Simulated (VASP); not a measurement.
Write the native input for VASP 6.6.1 that does the following.

| Quantity | Value |
| --- | --- |
| Task | single point |
| Functional | PBEsol |
| Potentials or basis | VASP PAW PBE potentials, release 64 (Ta_pv, Si) |
| Cutoff | 520 eV |
| k mesh | 12 × 12 × 12 |
| Occupations | gaussian, width 0.15 eV |
| Spin | no spin polarisation |
| Dipole correction | no |
| Further INCAR settings | ALGO = Fast; EDIFF = 1e-07; NBANDS = 35 |

The structure of Ta2Si lies in POSCAR:

```
Ta2Si
1.0
   -3.3138468571      3.3138468571      2.7214913103
    3.3138468571     -3.3138468571      2.7214913103
    3.3138468571      3.3138468571     -2.7214913103
Ta Si
4 2
Direct
    0.6630661939      0.8369338061      0.5000000000
    0.8369338061      0.3369338061      0.1738676123
    0.3369338061      0.1630661939      0.5000000000
    0.1630661939      0.6630661939      0.8261323878
    0.2500000000      0.2500000000      0.0000000000
    0.7500000000      0.7500000000      0.0000000000
```

This cell differs from its parent crystal: strain +0.080 along x and y, +0.080 along z.

The input as run:

INCAR

```
  ALGO = Fast
  EDIFF = 1E-7
  ENCUT = 520
  GGA = PS
  ISIF = 2
  ISMEAR = 0
  LASPH = True
  LCHARG = False
  LREAL = False
  LWAVE = False
  NBANDS = 35
  NELM = 80
  PREC = Accurate
  SIGMA = 0.15
```

KPOINTS

```
k-points
0
Gamma
  12 12 12
```

Potentials or basis: VASP PAW PBE potentials, release 64 (Ta_pv, Si).

The run is started by

```bash
$ cat potpaw_PBE.64/Ta_pv/POTCAR potpaw_PBE.64/Si/POTCAR > POTCAR
$ mpirun -np 1 vasp_std > vasp.out
```

Results of the run:

```yaml
Pressure: -32.5 GPa
Largest_force: 0.241 eV/Å
Band_gap_on_the_k_mesh: zero (bands 26 and 27 overlap by 0.67 eV)
```

Caveat: the cell differs from its parent crystal (strain +0.080 along x and y, +0.080 along z); the cell stands under tension; the PAW data sets were made with another functional, which shifts forces and pressure a little; spin-orbit coupling is left out, which moves the levels of the heavy elements.

Run time: 6.3 min on 1 thread of Intel(R) Xeon(R) 6975P-C (Granite Rapids), with other jobs on the host, peak memory 0.62 GiB.
